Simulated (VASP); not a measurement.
# GaSb (I-4m2) in VASP: further runs

The runs below take GaSb through single point, with PBEsol.

Everything below comes from runs of VASP 6.6.1. Logs are shortened: lines on timing, memory, paths and dates and some standing lists are left out, and cuts for length are marked.

### Step 1. The cell of the first run

The structure is tetragonal, space group I-4m2 (No. 119). Conventional cell: a = 4.429 Å, b = 4.429 Å, c = 6.417 Å, α = 90.00°, β = 90.00°, γ = 90.00°. Ga (site symmetry -4m2) has 4 Sb at 2.73 Å within 3.6 Å. Sb (site symmetry -4m2) has 4 Ga at 2.73 Å within 3.6 Å.

### Step 2. Single point, PBEsol (strain +0.025 along x and y, +0.050 along z)

INCAR reads:

```
PREC     = Accurate       # precision mode
ENCUT    = 520            # plane-wave cutoff, eV
EDIFF    = 1E-7           # SCF threshold, eV
ISMEAR   = 0              # smearing method
SIGMA    = 0.15           # smearing width, eV
LREAL    = False          # projectors in reciprocal space
LASPH    = True           # aspherical terms in the spheres
NELM     = 100            # most SCF steps
ALGO     = Normal         # electronic algorithm
ISIF     = 2              # what is computed and relaxed
LWAVE    = False          # write WAVECAR
LCHARG   = True           # write CHGCAR
GGA      = PS             # functional
LELF     = True           # ELF
LVHAR    = True         
NBANDS   = 16             # bands
```

KPOINTS reads:

```
regular mesh
0
Gamma
  18 18 18
```

POSCAR reads:

```
GaSb
1.0
    0.0000000000      3.1320044496      3.2083948021
    3.1320044496      0.0000000000      3.2083948021
    3.1320044496      3.1320044496      0.0000000000
Ga Sb
1 1
Direct
    0.0000000000      0.0000000000      0.0000000000
    0.7500000000      0.7500000000      0.7500000000
```

Potentials or basis: VASP PAW PBE potentials, release 64 (Ga_d, Sb).

Command:

```console
$ cat potpaw_PBE.64/Ga_d/POTCAR potpaw_PBE.64/Sb/POTCAR > POTCAR
$ mpirun -np 1 vasp_std > vasp.out
```

OUTCAR:

```text
PREC = Accurate
   ENCUT = 520
   EDIFF = 1E-7
   ISMEAR = 0
   LREAL = False
   LASPH = True
   NELM = 100
   ISIF = 2
   GGA = PS

 ion  position               nearest neighbor table
   1  0.000  0.000  0.000-   2 2.73   2 2.73   2 2.73   2 2.73
   2  0.750  0.750  0.750-   1 2.73   1 2.73   1 2.73   1 2.73

  LATTYP: Found a body centered tetragonal cell.
 ALAT       =     4.4293231700
 C/A-ratio  =     1.4487065761

  Lattice vectors:

 A1 = (  -3.1320044496,   0.0000000000,   3.2083948021)
 A2 = (   3.1320044496,   0.0000000000,   3.2083948021)
 A3 = (   0.0000000000,   3.1320044496,  -3.2083948021)

Analysis of symmetry for initial positions (statically):
=====================================================================
 Subroutine PRICEL returns:
 Original cell was already a primitive cell.

 Routine SETGRP: Setting up the symmetry group for a
 body centered tetragonal supercell.

 Subroutine GETGRP returns: Found  8 space group operations
 (whereof  8 operations were pure point group operations)
 out of a pool of 16 trial point group operations.

The static configuration has the point symmetry D_2d.

Analysis of symmetry for dynamics (positions and initial velocities):
=====================================================================
 Subroutine PRICEL returns:
 Original cell was already a primitive cell.

 Routine SETGRP: Setting up the symmetry group for a
 body centered tetragonal supercell.

 Subroutine GETGRP returns: Found  8 space group operations
 (whereof  8 operations were pure point group operations)
 out of a pool of 16 trial point group operations.

The dynamic configuration has the point symmetry D_2d.

 Subroutine INISYM returns: Found  8 space group operations
 (whereof  8 operations are pure point group operations),
 and found     1 'primitive' translations

----------------------------------------------------------------------------------------

                                     Primitive cell

  volume of cell :      62.9452

  direct lattice vectors                    reciprocal lattice vectors
     0.000000000  3.132004450  3.208394802    -0.159642174  0.159642174  0.155841170
     3.132004450  0.000000000  3.208394802     0.159642174 -0.159642174  0.155841170
     3.132004450  3.132004450  0.000000000     0.159642174  0.159642174 -0.155841170

  length of vectors
     4.483664693  4.483664693  4.429323170     0.274331402  0.274331402  0.274331402

  position of ions in fractional coordinates (direct lattice)
     0.000000000  0.000000000  0.000000000
     0.750000000  0.750000000  0.750000000

  ion indices of the primitive-cell ions
   primitive index   ion index
                 1           1
                 2           2

----------------------------------------------------------------------------------------

 KPOINTS: regular mesh

Automatic generation of k-mesh.
 Grid dimensions read from file:
 generate k-points for:   18   18   18

 Generating k-lattice:

  Cartesian coordinates                     Fractional coordinates (reciprocal lattice)
    -0.008869010  0.008869010  0.008657843     0.055555556  0.000000000  0.000000000
     0.008869010 -0.008869010  0.008657843     0.000000000  0.055555556  0.000000000
     0.008869010  0.008869010 -0.008657843    -0.000000000 -0.000000000  0.055555556

  Length of vectors
     0.015240633  0.015240633  0.015240633

  Shift w.r.t. Gamma in fractional coordinates (k-lattice)
     0.000000000  0.000000000  0.000000000

 Subroutine IBZKPT returns following result:
 ===========================================

 Found    480 irreducible k-points:

 Following reciprocal coordinates:
            Coordinates               Weight
  0.000000  0.000000  0.000000      1.000000
  0.055556  0.000000  0.000000      8.000000
  0.111111  0.000000  0.000000      8.000000
  0.166667 -0.000000  0.000000      8.000000
  0.222222 -0.000000  0.000000      8.000000
  0.277778 -0.000000  0.000000      8.000000
[... 16 lines left out ...]
 -0.277778  0.055556  0.000000      8.000000
 -0.222222  0.055556  0.000000      8.000000
 [... further k-points ...]
   k-points           NKPTS =    480   k-points in BZ     NKDIM =    480   number of bands    NBANDS=     16
   number of dos      NEDOS =    301   number of ions     NIONS =      2
   total plane-waves  NPLWV =  46656
   dimension x,y,z NGX =    36 NGY =   36 NGZ =   36
   dimension x,y,z NGXF=    72 NGYF=   72 NGZF=   72
   ions per type =               1   1
   NGX,Y,Z   is equivalent  to a cutoff of  13.35, 13.35, 13.51 a.u.
   NGXF,Y,Z  is equivalent  to a cutoff of  26.70, 26.70, 27.02 a.u.
 SYSTEM =  unknown system
   PREC   = accura    normal or accurate (medium, high low for compatibility)
   ISTART =      0    job   : 0-new  1-cont  2-samecut
   ICHARG =      2    charge: 1-file 2-atom 10-const
   ISPIN  =      1    spin polarized calculation?
   LNONCOLLINEAR =      F non collinear calculations
   LSORBIT =      F    spin-orbit coupling
   LASPH  =      T    aspherical Exc in radial PAW
   ENCUT  =  520.0 eV  38.22 Ry    6.18 a.u.   8.34  8.34  8.24*2*pi/ulx,y,z
   NELM   =    100;   NELMIN=  2; NELMDL= -5     # of ELM steps
   EDIFF  = 0.1E-06   stopping-criterion for ELM
   LREAL  =      F    real-space projection
   EDIFFG = 0.1E-05   stopping-criterion for IOM
   NSW    =      0    number of steps for IOM
   IBRION =     -1    ionic relax: 0-MD 1-quasi-New 2-CG
   NFREE  =      0    steps in history (QN), initial steepest desc. (CG)
   ISIF   =      2    stress and relaxation
   ISYM   =      2    0-nonsym 1-usesym 2-fastsym
   POTIM  = 0.5000    time-step for ionic-motion
   TEBEG  =    0.0;   TEEND  =   0.0 temperature during run
   PSTRESS=    0.0 pullay stress
   NELECT =      18.0000    total number of electrons
   NUPDOWN=      -1.0000    fix difference up-down
   EMIN   =  10.00;   EMAX   =-10.00  energy-range for DOS
   EFERMI =   0.00;   METHOD = LEGACY
   ISMEAR =     0;   SIGMA  =   0.15  broadening in eV -4-tet -1-fermi 0-gaus
   EFERMI_NEDOS =   21; number of points for ismear=-14 and -15
   IALGO  =     38    algorithm
   IMIX   =      4    mixing-type and parameters
     AMIX     =   0.40;   BMIX     =  1.00
     AMIX_MAG =   1.60;   BMIX_MAG =  1.00
  volume/ion in A,a.u.               =      31.47       212.39
  Fermi-wavevector in a.u.,A,eV,Ry     =   1.078561  2.038185 15.827581  1.163294
  Thomas-Fermi vector in A             =   2.214503
   LORBIT       =      0    0 simple, 1 ext, 2 COOP (PROOUT), +10 PAW based schemes
   GGA     = PS    functional components
   LHFCALC =     F    Hartree Fock is set to
   AEXX    =    0.0000 exact exchange contribution
   IVDW    =     0    specifies the selected vdW correction
   LEPSILON=     F    determine dielectric tensor
   LRPA    =     F    only Hartree local field effects (RPA)
 non-spin polarized calculation
 Gauss-broadening in eV      SIGMA  =   0.15
  energy-cutoff  :      520.00
  volume of cell :       62.95
 maximum number of plane-waves:      1719
 NGX is ok and might be reduce to    36
   NGX = 17   NGY = 17   NGZ = 17

 number of electron      18.0000005 magnetization

 Free energy of the ion-electron system (eV)
  ---------------------------------------------------
  ext. energy  EPLUGINS =         0.00000000
  ---------------------------------------------------
  free energy    TOTEN  =        -8.07466599 eV

  energy without entropy =       -8.07419073  energy(sigma->0) =       -8.07442836

 E-fermi :   3.9074     XC(G=0):  -8.8620

 val. band max:        3.8562270041   @ k =   0.0000   0.0000   0.0000
 cond. band min:       3.9720458878   @ k =   0.5000  -0.0000   0.0000
 fundamental gap:      0.1158188837
 Fermi energy:         3.9073784922

 k-point     1 :       0.0000    0.0000    0.0000
  band No.  band energies     occupation
      1     -11.0257      2.00000
      2     -11.0223      2.00000
      3     -11.0223      2.00000
      4     -10.9879      2.00000
      5     -10.9845      2.00000
      6      -7.0701      2.00000
[... 8 lines left out ...]
     15      12.0242      0.00000
     16      12.4150      0.00000

 k-point     2 :       0.0556    0.0000    0.0000
  band No.  band energies     occupation
      1     -11.0257      2.00000
      2     -11.0226      2.00000
      3     -11.0220      2.00000
      4     -10.9880      2.00000
      5     -10.9845      2.00000
      6      -7.0418      2.00000
[... 8 lines left out ...]
     15      11.7695      0.00000
     16      12.1190      0.00000

 k-point     3 :       0.1111    0.0000    0.0000
  band No.  band energies     occupation
      1     -11.0264      2.00000
      2     -11.0228      2.00000
      3     -11.0213      2.00000
      4     -10.9881      2.00000
      5     -10.9845      2.00000
      6      -6.9576      2.00000
[... 8 lines left out ...]
     15      11.4184      0.00000
     16      11.7099      0.00000

 k-point     4 :       0.1667   -0.0000    0.0000
  band No.  band energies     occupation
      1     -11.0285      2.00000
      2     -11.0221      2.00000
      3     -11.0202      2.00000
      4     -10.9882      2.00000
      5     -10.9845      2.00000
      6      -6.8202      2.00000
[... 8 lines left out ...]
     15      11.1993      0.00000
     16      11.4169      0.00000

 k-point     5 :       0.2222   -0.0000    0.0000
  band No.  band energies     occupation
      1     -11.0314      2.00000
      2     -11.0209      2.00000
      3     -11.0188      2.00000
      4     -10.9883      2.00000
      5     -10.9845      2.00000
      6      -6.6349      2.00000
[... 8 lines left out ...]
     15      11.1853      0.00000
     16      11.3027      0.00000

 k-point     6 :       0.2778   -0.0000    0.0000
  band No.  band energies     occupation
      1     -11.0346      2.00000
      2     -11.0196      2.00000
      3     -11.0175      2.00000
      4     -10.9883      2.00000
      5     -10.9844      2.00000
      6      -6.4111      2.00000
[... 8 lines left out ...]
     15      11.3633      0.00000
     16      11.4044      0.00000

 k-point     7 :       0.3333   -0.0000    0.0000
  band No.  band energies     occupation
      1     -11.0377      2.00000
      2     -11.0184      2.00000
      3     -11.0164      2.00000
      4     -10.9882      2.00000
      5     -10.9842      2.00000
      6      -6.1653      2.00000
[... 8 lines left out ...]
     15      11.7263      0.00000
     16      11.7573      0.00000

 k-point     8 :       0.3889   -0.0000    0.0000
  band No.  band energies     occupation
      1     -11.0401      2.00000
      2     -11.0175      2.00000
      3     -11.0155      2.00000
      4     -10.9881      2.00000
      5     -10.9840      2.00000
      6      -5.9269      2.00000
[... 8 lines left out ...]
     15      12.2317      0.00000
     16      12.3287      0.00000

 k-point     9 :       0.4444   -0.0000    0.0000
  band No.  band energies     occupation
      1     -11.0417      2.00000
      2     -11.0169      2.00000
      3     -11.0149      2.00000
      4     -10.9880      2.00000
      5     -10.9838      2.00000
      6      -5.7431      2.00000
[... 8 lines left out ...]
     15      12.8435      0.00000
     16      12.9932      0.00000
[... 172 lines left out ...]
 k-point    19 :       0.5000    0.0556    0.0000
  band No.  band energies     occupation
      1     -11.0426      2.00000
      2     -11.0165      2.00000
      3     -11.0144      2.00000
      4     -10.9879      2.00000
      5     -10.9840      2.00000
      6      -5.6598      2.00000
[... 8 lines left out ...]
     15      12.9037      0.00000
     16      13.2646      0.00000

 k-point    20 :      -0.4444    0.0556    0.0000
  band No.  band energies     occupation
      1     -11.0423      2.00000
      2     -11.0166      2.00000
      3     -11.0146      2.00000
      4     -10.9881      2.00000
      5     -10.9839      2.00000
      6      -5.6818      2.00000
[... 8 lines left out ...]
     15      12.7082      0.00000
     16      13.2179      0.00000

 k-point    21 :      -0.3889    0.0556    0.0000
  band No.  band energies     occupation
      1     -11.0411      2.00000
      2     -11.0170      2.00000
      3     -11.0151      2.00000
      4     -10.9883      2.00000
      5     -10.9838      2.00000
      6      -5.8321      2.00000
[... 8 lines left out ...]
     15      12.0462      0.00000
     16      13.2338      0.00000

 k-point    22 :      -0.3333    0.0556    0.0000
  band No.  band energies     occupation
      1     -11.0388      2.00000
      2     -11.0177      2.00000
      3     -11.0160      2.00000
      4     -10.9886      2.00000
      5     -10.9839      2.00000
      6      -6.0571      2.00000
[... 8 lines left out ...]
     15      11.4948      0.00000
     16      12.5918      0.00000

 k-point    23 :      -0.2778    0.0556    0.0000
  band No.  band energies     occupation
      1     -11.0359      2.00000
      2     -11.0188      2.00000
      3     -11.0172      2.00000
      4     -10.9887      2.00000
      5     -10.9840      2.00000
      6      -6.3037      2.00000
[... 8 lines left out ...]
     15      11.1202      0.00000
     16      12.0493      0.00000

 k-point    24 :      -0.2222    0.0556    0.0000
  band No.  band energies     occupation
      1     -11.0326      2.00000
      2     -11.0202      2.00000
      3     -11.0185      2.00000
      4     -10.9887      2.00000
      5     -10.9842      2.00000
      6      -6.5369      2.00000
[... 8 lines left out ...]
     15      10.9596      0.00000
     16      11.6837      0.00000

 [... further k-points ...]
[... 5 lines left out ...]
  --------------------------------------------------------------------------------------
  -------------------------------------------------------------------------------------
  Total       -1.4148141     -1.4148141     -1.8205804      0.0000000     -0.0000000     -0.0000000
  in kB      -36.0120148    -36.0120148    -46.3402000      0.0000000     -0.0000000     -0.0000000
  external PRESSURE =     -39.4547432 kB  Pullay stress =       0.0000000 kB

 VOLUME and BASIS-vectors are now :
 -----------------------------------------------------------------------------
  energy-cutoff  :      520.00
  volume of cell :       62.95
      direct lattice vectors                 reciprocal lattice vectors
     0.000000000  3.132004450  3.208394802    -0.159642174  0.159642174  0.155841170
     3.132004450  0.000000000  3.208394802     0.159642174 -0.159642174  0.155841170
     3.132004450  3.132004450  0.000000000     0.159642174  0.159642174 -0.155841170

 POSITION                                       TOTAL-FORCE (eV/Angst)
 -----------------------------------------------------------------------------------
      0.00000      0.00000      0.00000        -0.000000     -0.000000      0.000000
      4.69801      4.69801      4.81259         0.000000      0.000000     -0.000000
 -----------------------------------------------------------------------------------
    total drift:                               -0.000000     -0.000000     -0.000000

  FREE ENERGIE OF THE ION-ELECTRON SYSTEM (eV)
  ---------------------------------------------------
  free  energy   TOTEN  =        -8.0746659866 eV

  energy  without entropy=       -8.0741907299  energy(sigma->0) =       -8.07442836
```

Run time: 2.9 min. Hardware: 1 thread of Intel Xeon 6975P-C (Granite Rapids), shared host; peak memory 0.61 GiB.

Results:

- Free energy: -8.0747 eV
- Pressure: -3.9 GPa
- Band gap on the k mesh: zero (filled and empty bands touch)

Stress tensor (GPa, compression positive):
```
-3.60  0.00  0.00
 0.00 -3.60  0.00
 0.00  0.00 -4.63
```

Caveat: the cell differs from its parent crystal (strain +0.025 along x and y, +0.050 along z); the cell stands under tension; semilocal functionals underestimate gaps, so a narrow gap can read as zero; the PAW data sets were made with another functional, which shifts forces and pressure a little; spin-orbit coupling is left out, which moves the levels of the heavy elements.

### Step 3. Single point, PBEsol (strain -0.050 along x and y, -0.025 along z)

INCAR reads:

```
PREC = Accurate
ENCUT = 520
EDIFF = 1E-6
ISMEAR = 0
SIGMA = 0.15
LREAL = False
LASPH = True
NELM = 100
ALGO = Normal
ISIF = 2
LWAVE = False
LCHARG = True
GGA = PS
LELF = True
LVHAR = True
NBANDS = 16
```

KPOINTS is that of step 2.

POSCAR reads:

```
GaSb
1.0
    0.0000000000      2.9028333923      2.9792237448
    2.9028333923      0.0000000000      2.9792237448
    2.9028333923      2.9028333923      0.0000000000
Ga Sb
1 1
Direct
    0.0000000000      0.0000000000      0.0000000000
    0.7500000000      0.7500000000      0.7500000000
```

Potentials or basis: VASP PAW PBE potentials, release 64 (Ga_d, Sb).

Command:

```console
$ cat potpaw_PBE.64/Ga_d/POTCAR potpaw_PBE.64/Sb/POTCAR > POTCAR
$ mpirun -np 1 vasp_std > vasp.out
```

Run time: 98 s. Hardware: 1 thread of Intel Xeon 6975P-C (Granite Rapids), shared host; peak memory 0.5 GiB.

The run converged. Its results:

| Quantity | Value |
| --- | --- |
| Free energy | -7.9776 eV |
| Pressure | 9.1 GPa |
| Band gap on the k mesh | 0.45 eV (least direct gap 0.91 eV) |

Stress tensor (GPa, compression positive):
```
9.50 0.00 0.00
0.00 9.50 0.00
0.00 0.00 8.27
```

Levels at points of the mesh, in eV from the valence-band top:
| k point | band 6 | band 7 | band 8 | band 9 | band 10 | band 11 | band 12 | band 13 |
| --- | --- | --- | --- | --- | --- | --- | --- | --- |
| (0.00, 0.00, 0.00) | -12.56 | -0.18 | 0.00 | 0.00 | 0.91 | 2.62 | 2.62 | 2.70 |
| (0.50, 0.00, 0.00) | -10.56 | -7.18 | -1.56 | -1.33 | 0.57 | 3.56 | 3.72 | 6.13 |
| (0.50, 0.50, 0.00) | -9.61 | -7.64 | -3.02 | -3.02 | 0.74 | 0.95 | 9.48 | 9.48 |
| (0.50, 0.00, 0.50) | -9.49 | -7.50 | -3.22 | -3.19 | 0.52 | 0.76 | 9.43 | 9.44 |

Caveat: the cell differs from its parent crystal (strain -0.050 along x and y, -0.025 along z); the cell stands under pressure; the PAW data sets were made with another functional, which shifts forces and pressure a little; spin-orbit coupling is left out, which moves the levels of the heavy elements.
